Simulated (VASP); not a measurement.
Crystal: MgO.

```
Mg O
1.0
     2.93802    0.00000    0.00000
    -1.46901    2.54440    0.00000
     0.00000    0.00000    2.67968
Mg O
1 1
Direct
  0.00000 0.00000 0.00000
  0.33333 0.66667 0.50000
```

* Program: VASP 6.6.1
* Task: relaxation of cell and atoms
* Functional: B3LYP
* Potentials or basis: VASP PAW PBE potentials, release 64 (Mg, O)
* Cutoff: 600 eV
* k mesh: 5 × 5 × 5
* Occupations: fermi-dirac, width 0.05 eV
* Spin: no spin polarisation

At the start: pressure -3.9 GPa; volume 10.02 Å³/atom.

Task: Where does the relaxation end?

Result: Over 7 steps the energy falls by 3.3 meV/atom and the volume is 9.76 Å³/atom (-2.6 %); space group P-6m2 (No. 187, to 0.1 Å) before and after.

Step by step:
| step | energy change (eV) | largest force (eV/Å) | pressure (GPa) | volume (Å³) |
| --- | --- | --- | --- | --- |
| 1 | 0.0000 | 0.0000 | -3.89 | 20.03 |
| 2 | -0.0053 | 0.0000 | 1.50 | 19.34 |
| 3 | -0.0064 | 0.0000 | -0.10 | 19.54 |
| 4 | -0.0064 | 0.0000 | -0.28 | 19.55 |
| 5 | -0.0065 | 0.0000 | -0.02 | 19.50 |
| 6 | -0.0066 | 0.0000 | -0.10 | 19.52 |
| 7 | -0.0066 | 0.0000 | -0.08 | 19.52 |

Final structure:
```cif
data_structure
_symmetry_space_group_name_H-M 'P 1'
_symmetry_Int_Tables_number 1
_cell_length_a 2.9145
_cell_length_b 2.9145
_cell_length_c 2.6536
_cell_angle_alpha 90.000
_cell_angle_beta 90.000
_cell_angle_gamma 120.000
_cell_volume 19.52
loop_
_atom_site_label
_atom_site_type_symbol
_atom_site_fract_x
_atom_site_fract_y
_atom_site_fract_z
_atom_site_occupancy
Mg1 Mg 0.00000 0.00000 0.00000 1
O1 O 0.33333 0.66667 0.50000 1
```

Caveat: the k points lie up to 0.50 Å⁻¹ apart in the final cell; the PAW data sets were made with another functional, which shifts forces and pressure a little.
